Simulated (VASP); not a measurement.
# MgS (Fm-3m) in VASP: single point with HSE06

Aim: the single point of MgS with HSE06.

All numbers are computed with VASP 6.6.1; they aren't measurements. Logs are shortened: lines on timing, memory, paths and dates and some standing lists are left out, and cuts for length are marked.

**1. The cell of the first run**

Symmetry: Fm-3m, No. 225, cubic system. The conventional cell has a = 5.200 Å, b = 5.200 Å, c = 5.200 Å, α = 90.00°, β = 90.00°, γ = 90.00°. Mg (site symmetry m-3m) has 6 S at 2.60 Å within 3.4 Å. S (site symmetry m-3m) has 6 Mg at 2.60 Å within 3.4 Å.

**2. Single point, HSE06, non-collinear spin, zero start, spin-orbit coupling**

The input, POSCAR:

```
MgS
1.0
    0.0000000000      2.6000000000      2.6000000000
    2.6000000000      0.0000000000      2.6000000000
    2.6000000000      2.6000000000      0.0000000000
Mg S
1 1
Direct
    0.0000000000      0.0000000000      0.0000000000
    0.5000000000      0.5000000000      0.5000000000
```

The input, INCAR.step1:

```
  PREC = Accurate
  ENCUT = 520
  EDIFF = 1E-5
  ISMEAR = 0
  SIGMA = 0.01
  LREAL = F
  LASPH = T
  NELM = 150
  ALGO = Normal
  ISIF = 2
  LWAVE = T
  MAGMOM = 0 0 0 0 0 0
  LORBIT = 11
  LSORBIT = T
  GGA_COMPAT = F
  LORBMOM = T
  NBANDS = 20
  GGA = PE
```

The input, INCAR.step2:

```
  PREC = Accurate
  ENCUT = 520
  EDIFF = 1E-7
  ISMEAR = 0
  SIGMA = 0.01
  LREAL = F
  LASPH = T
  NELM = 150
  ALGO = Normal
  ISIF = 2
  LWAVE = F
  LCHARG = T
  MAGMOM = 0 0 0 0 0 0
  LORBIT = 11
  LSORBIT = T
  GGA_COMPAT = F
  LORBMOM = T
  GGA = PE
  LHFCALC = T
  HFSCREEN = 0.2079
  PRECFOCK = Normal
  LVHAR = T
  NBANDS = 20
  ISTART = 1
```

The input, KPOINTS:

```
regular mesh
0
Gamma
  6 6 6
```

Potentials or basis: VASP PAW PBE potentials, release 64 (Mg, S).

Started as:

```bash
> cat potpaw_PBE.64/Mg/POTCAR potpaw_PBE.64/S/POTCAR > POTCAR
> cp INCAR.step1 INCAR
> mpirun -np 1 vasp_ncl > vasp.out
> cp INCAR.step2 INCAR
> mpirun -np 1 vasp_ncl > vasp.out
```

OUTCAR:

```text
PREC = Accurate
   ENCUT = 520
   EDIFF = 1E-7
   ISMEAR = 0
   LREAL = F
   LASPH = T
   NELM = 150
   ISIF = 2
   LORBIT = 11
   LSORBIT = T
   GGA = PE
   LHFCALC = T
   HFSCREEN = 0.2079
   PRECFOCK = Normal
   ISTART = 1

 ion  position               nearest neighbor table
   1  0.000  0.000  0.000-   2 2.60   2 2.60   2 2.60   2 2.60   2 2.60   2 2.60
   2  0.500  0.500  0.500-   1 2.60   1 2.60   1 2.60   1 2.60   1 2.60   1 2.60

  LATTYP: Found a face centered cubic cell.
 ALAT       =     5.2000000000

  Lattice vectors:

 A1 = (   0.0000000000,   2.6000000000,   2.6000000000)
 A2 = (   2.6000000000,   0.0000000000,   2.6000000000)
 A3 = (   2.6000000000,   2.6000000000,   0.0000000000)

Analysis of symmetry for initial positions (statically):
=====================================================================
 Subroutine PRICEL returns:
 Original cell was already a primitive cell.

 Routine SETGRP: Setting up the symmetry group for a
 face centered cubic supercell.

 Subroutine GETGRP returns: Found 48 space group operations
 (whereof 48 operations were pure point group operations)
 out of a pool of 48 trial point group operations.

The static configuration has the point symmetry O_h .

Analysis of symmetry for dynamics (positions and initial velocities):
=====================================================================
 Subroutine PRICEL returns:
 Original cell was already a primitive cell.

 Routine SETGRP: Setting up the symmetry group for a
 face centered cubic supercell.

 Subroutine GETGRP returns: Found 48 space group operations
 (whereof 48 operations were pure point group operations)
 out of a pool of 48 trial point group operations.

The dynamic configuration has the point symmetry O_h .

Analysis of structural, dynamic, and magnetic symmetry:
=====================================================================
 Subroutine PRICEL returns:
 Original cell was already a primitive cell.

 Routine SETGRP: Setting up the symmetry group for a
 face centered cubic supercell.

 Subroutine GETGRP returns: Found 48 space group operations
 (whereof 48 operations were pure point group operations)
 out of a pool of 48 trial point group operations.

The overall configuration has the point symmetry O_h .

 Subroutine INISYM returns: Found 48 space group operations
 (whereof 48 operations are pure point group operations),
 and found     1 'primitive' translations

----------------------------------------------------------------------------------------

                                     Primitive cell

  volume of cell :      35.1520

  direct lattice vectors                    reciprocal lattice vectors
     0.000000000  2.600000000  2.600000000    -0.192307692  0.192307692  0.192307692
     2.600000000  0.000000000  2.600000000     0.192307692 -0.192307692  0.192307692
     2.600000000  2.600000000  0.000000000     0.192307692  0.192307692 -0.192307692

  length of vectors
     3.676955262  3.676955262  3.676955262     0.333086694  0.333086694  0.333086694

  position of ions in fractional coordinates (direct lattice)
     0.000000000  0.000000000  0.000000000
     0.500000000  0.500000000  0.500000000

  ion indices of the primitive-cell ions
   primitive index   ion index
                 1           1
                 2           2

----------------------------------------------------------------------------------------

 KPOINTS: regular mesh

Automatic generation of k-mesh.
 Grid dimensions read from file:
 generate k-points for:    6    6    6

 Generating k-lattice:

  Cartesian coordinates                     Fractional coordinates (reciprocal lattice)
    -0.032051282  0.032051282  0.032051282     0.166666667  0.000000000  0.000000000
     0.032051282 -0.032051282  0.032051282     0.000000000  0.166666667  0.000000000
     0.032051282  0.032051282 -0.032051282     0.000000000  0.000000000  0.166666667

  Length of vectors
     0.055514449  0.055514449  0.055514449

  Shift w.r.t. Gamma in fractional coordinates (k-lattice)
     0.000000000  0.000000000  0.000000000

 Subroutine IBZKPT returns following result:
[... 53 lines left out ...]
   EMIN   =  10.00;   EMAX   =-10.00  energy-range for DOS
   EFERMI =   0.00;   METHOD = LEGACY
   ISMEAR =     0;   SIGMA  =   0.01  broadening in eV -4-tet -1-fermi 0-gaus
   EFERMI_NEDOS =   21; number of points for ismear=-14 and -15
   IALGO  =     38    algorithm
   IMIX   =      1    mixing-type and parameters
     AMIX     =   0.40;   BMIX     =  1.00
     AMIX_MAG =   1.60;   BMIX_MAG =  1.00
  volume/ion in A,a.u.               =      17.58       118.61
  Fermi-wavevector in a.u.,A,eV,Ry     =   0.999512  1.888804 13.592558  0.999025
  Thomas-Fermi vector in A             =   2.131807
   LORBIT       =     11    0 simple, 1 ext, 2 COOP (PROOUT), +10 PAW based schemes
   GGA     = PE    functional components
   LHFCALC =     T    Hartree Fock is set to
   PRECFOCK=normal    Normal, Fast or Accurate (Low or Medium for compatibility)
   ENCUT4O =  -1.0   cutoff for four orbital integrals eV
   NKREDX  =     1    reduce k-point grid by
   NKREDY  =     1    reduce k-point grid by
   NKREDZ  =     1    reduce k-point grid by
   AEXX    =    0.2500 exact exchange contribution
   HFSCREEN=    0.2079 screening length (either q_TF or 0.3 A-1)
   HFSCREENC=   0.2079 screening length for correlation (either q_TF or 0.3 A-1)
   ENCUTFOCK=  -1.0 apply spherical cutoff to Coloumb kernel
   IVDW    =     0    specifies the selected vdW correction
   LEPSILON=     F    determine dielectric tensor
   LRPA    =     F    only Hartree local field effects (RPA)
 Gauss-broadening in eV      SIGMA  =   0.01
  energy-cutoff  :      520.00
  volume of cell :       35.15
 maximum number of plane-waves:      1920
  NGX = 24; NGY = 24; NGZ = 24

 number of electron       8.0000000 magnetization       0.0000000      0.0000000     -0.0000000

 number of electron       8.0000000 magnetization      -0.0000000     -0.0000000      0.0000000

 number of electron       8.0000000 magnetization       0.0000000      0.0000000      0.0000000

 number of electron       8.0000000 magnetization      -0.0000000     -0.0000000     -0.0000000

 Free energy of the ion-electron system (eV)
  ---------------------------------------------------
  ext. energy  EPLUGINS =         0.00000000
  ---------------------------------------------------
  free energy    TOTEN  =        -9.88800124 eV

  energy without entropy =       -9.88800124  energy(sigma->0) =       -9.88800124

 E-fermi :   3.1956     XC(G=0):  -8.0559

 val. band max:        3.1142622902   @ k =   0.0000   0.0000   0.0000
 cond. band min:       6.8357053631   @ k =   0.5000   0.5000   0.0000
 fundamental gap:      3.7214430729
 Fermi energy:         3.1956429541

 k-point     1 :       0.0000    0.0000    0.0000
  band No.  band energies     occupation
      1     -10.8941      1.00000
      2     -10.8941      1.00000
      3       3.0135      1.00000
      4       3.0135      1.00000
      5       3.1143      1.00000
      6       3.1143      1.00000
[... 357 lines left out ...]
     19      19.6970      0.00000
     20      19.6970      0.00000

------------------------ aborting loop because EDIFF is reached ----------------------------------------

  FORCE on cell =-STRESS in cart. coord.  units (eV):
  Direction    XX          YY          ZZ          XY          YZ          ZX
  --------------------------------------------------------------------------------------
  -------------------------------------------------------------------------------------
  Total       -0.1258653     -0.1258653     -0.1258653      0.0000000     -0.0000000      0.0000000
  in kB       -5.7367578     -5.7367578     -5.7367578      0.0000000     -0.0000000      0.0000000
  external PRESSURE =      -5.7367578 kB  Pullay stress =       0.0000000 kB

 VOLUME and BASIS-vectors are now :
 -----------------------------------------------------------------------------
  energy-cutoff  :      520.00
  volume of cell :       35.15
      direct lattice vectors                 reciprocal lattice vectors
     0.000000000  2.600000000  2.600000000    -0.192307692  0.192307692  0.192307692
     2.600000000  0.000000000  2.600000000     0.192307692 -0.192307692  0.192307692
     2.600000000  2.600000000  0.000000000     0.192307692  0.192307692 -0.192307692

 POSITION                                       TOTAL-FORCE (eV/Angst)
 -----------------------------------------------------------------------------------
      0.00000      0.00000      0.00000        -0.000000      0.000000      0.000000
      2.60000      2.60000      2.60000         0.000000     -0.000000     -0.000000
 -----------------------------------------------------------------------------------
    total drift:                                0.000082      0.000106      0.000106

  FREE ENERGIE OF THE ION-ELECTRON SYSTEM (eV)
  ---------------------------------------------------
  free  energy   TOTEN  =        -9.8880012428 eV

  energy  without entropy=       -9.8880012428  energy(sigma->0) =       -9.88800124

 orbital moment (x)

 # of ion     p       d       tot
 ----------------------------------------
  1        -0.000   0.000   0.000
  2         0.000   0.000   0.000
 ----------------------------------------
            0.000   0.000   0.000

 orbital moment (y)

 # of ion     p       d       tot
 ----------------------------------------
  1        -0.000   0.000   0.000
  2         0.000   0.000   0.000
 ----------------------------------------
            0.000   0.000   0.000

 orbital moment (z)

 # of ion     p       d       tot
 ----------------------------------------
  1        -0.000   0.000   0.000
  2         0.000   0.000   0.000
 ----------------------------------------
            0.000   0.000   0.000

 Spin-Orbit-Coupling matrix elements

 Ion:    1  E_soc:     -0.0000321
 l=   1
     0.0000000    -0.0000053    -0.0000053
    -0.0000053     0.0000000    -0.0000053
    -0.0000053    -0.0000053     0.0000000
 l=   2
     0.0000000     0.0000000     0.0000000     0.0000000    -0.0000000
     0.0000000     0.0000000    -0.0000000     0.0000000    -0.0000000
     0.0000000    -0.0000000     0.0000000    -0.0000000     0.0000000
     0.0000000     0.0000000    -0.0000000     0.0000000    -0.0000000
    -0.0000000    -0.0000000     0.0000000    -0.0000000     0.0000000
 l=   3
     0.0000000     0.0000000     0.0000000     0.0000000     0.0000000     0.0000000     0.0000000
     0.0000000     0.0000000     0.0000000     0.0000000     0.0000000     0.0000000     0.0000000
     0.0000000     0.0000000     0.0000000     0.0000000     0.0000000     0.0000000     0.0000000
     0.0000000     0.0000000     0.0000000     0.0000000     0.0000000     0.0000000     0.0000000
     0.0000000     0.0000000     0.0000000     0.0000000     0.0000000     0.0000000     0.0000000
     0.0000000     0.0000000     0.0000000     0.0000000     0.0000000     0.0000000     0.0000000
     0.0000000     0.0000000     0.0000000     0.0000000     0.0000000     0.0000000     0.0000000

 Ion:    2  E_soc:     -0.0015670
 l=   1
     0.0000000    -0.0002612    -0.0002612
    -0.0002612     0.0000000    -0.0002612
    -0.0002612    -0.0002612     0.0000000
 l=   2
     0.0000000     0.0000000     0.0000000     0.0000000     0.0000000
     0.0000000     0.0000000     0.0000000     0.0000000     0.0000000
     0.0000000     0.0000000     0.0000000     0.0000000     0.0000000
     0.0000000     0.0000000     0.0000000     0.0000000     0.0000000
     0.0000000     0.0000000     0.0000000     0.0000000     0.0000000
 l=   3
     0.0000000     0.0000000     0.0000000     0.0000000     0.0000000     0.0000000     0.0000000
     0.0000000     0.0000000     0.0000000     0.0000000     0.0000000     0.0000000     0.0000000
     0.0000000     0.0000000     0.0000000     0.0000000     0.0000000     0.0000000     0.0000000
     0.0000000     0.0000000     0.0000000     0.0000000     0.0000000     0.0000000     0.0000000
     0.0000000     0.0000000     0.0000000     0.0000000     0.0000000     0.0000000     0.0000000
     0.0000000     0.0000000     0.0000000     0.0000000     0.0000000     0.0000000     0.0000000
     0.0000000     0.0000000     0.0000000     0.0000000     0.0000000     0.0000000     0.0000000

 total charge

# of ion       s       p       d       tot
------------------------------------------
    1        0.131   0.127   0.040   0.298
    2        1.307   2.523   0.000   3.830
--------------------------------------------------
tot          1.438   2.650   0.040   4.128

 magnetization (x)

# of ion       s       p       d       tot
------------------------------------------
    1        0.000   0.000   0.000   0.000
    2       -0.000   0.000   0.000  -0.000
--------------------------------------------------
tot         -0.000   0.000   0.000  -0.000

 magnetization (y)

# of ion       s       p       d       tot
------------------------------------------
    1       -0.000   0.000   0.000  -0.000
    2        0.000   0.000   0.000   0.000
--------------------------------------------------
tot          0.000   0.000   0.000   0.000

 magnetization (z)

# of ion       s       p       d       tot
------------------------------------------
    1        0.000   0.000   0.000   0.000
    2        0.000   0.000   0.000   0.000
--------------------------------------------------
tot          0.000   0.000   0.000   0.000
```

Run time: 84 min. Hardware: 1 thread of Oxide Virtual Turin-like, shared host; peak memory 0.34 GiB.

Results:

* Free energy: -9.8880 eV
* Pressure: -0.6 GPa
* Net moment: 0.00 μB per cell
* Valence electrons inside the program's atomic spheres: Mg 0.30; S 3.83

Moments on the atoms (μB; x, y, z):
```
Mg  0.00 0.00 0.00
S   0.00 0.00 0.00
```

Caveat: the PAW data sets were made with another functional, which shifts forces and pressure a little.
